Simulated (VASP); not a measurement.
## CaB2: relaxation of the atoms with PBE

Crystal: CaB2.

```xyz
3
Lattice="3.2264 0.0000 0.0000 -1.6132 2.7942 0.0000 0.0000 0.0000 4.1487" Properties=species:S:1:pos:R:3 pbc="T T T"
Ca    0.0000    0.0000    0.0000
B     1.6132    0.9314    2.0744
B     0.0000    1.8628    2.0744
```

```json
{"Program": "VASP 6.6.1", "Task": "relaxation of the atoms", "Functional": "PBE", "Potentials or basis": "VASP PAW PBE potentials, release 64 (Ca_sv, B)", "Cutoff": "520 eV", "k mesh": "8 × 8 × 6", "Occupations": "fermi-dirac, width 0.05 eV", "Spin": "no spin polarisation", "Dipole correction": "no", "Further INCAR settings": "ALGO = Normal; EDIFF = 1e-06; IBRION = 2; EDIFFG = -0.01; NSW = 60"}
```

* Pressure after relaxing: -2.3 GPa
* Band gap on the k mesh: zero (bands 8 and 9 overlap by 1.65 eV)

Stress tensor (GPa, compression positive):
```
-1.27  0.00  0.00
 0.00 -1.27  0.00
 0.00  0.00 -4.29
```

Final structure:
```
Ca B
1.0
     3.22643    0.00000    0.00000
    -1.61322    2.79417    0.00000
     0.00000    0.00000    4.14874
Ca B
1 2
Direct
  0.00000 0.00000 0.00000
  0.66667 0.33333 0.50000
  0.33333 0.66667 0.50000
```

Levels at points of the mesh, in eV from the Fermi level:
| k point | band 5 | band 6 | band 7 | band 8 | band 9 | band 10 | band 11 | band 12 |
| --- | --- | --- | --- | --- | --- | --- | --- | --- |
| (0.00, 0.00, 0.00) | -10.44 | -1.98 | 0.23 | 0.37 | 0.37 | 5.16 | 5.16 | 6.13 |
| (0.50, 0.00, 0.00) | -6.91 | -6.36 | -1.48 | -1.21 | 0.94 | 3.00 | 5.17 | 6.04 |
| (0.00, 0.00, 0.50) | -9.50 | -4.73 | 0.89 | 0.89 | 3.09 | 4.00 | 4.29 | 4.31 |
| (0.50, 0.00, 0.50) | -7.36 | -5.56 | -1.68 | -0.88 | -0.77 | 4.98 | 5.52 | 5.97 |

Run time: 14 s on 1 thread of Intel(R) Xeon(R) Platinum 8259CL CPU @ 2.50GHz (Skylake/Cascade Lake) (shared host), peak memory 0.16 GiB.

Caveat: the relaxation stopped at its first step, so nothing moved.
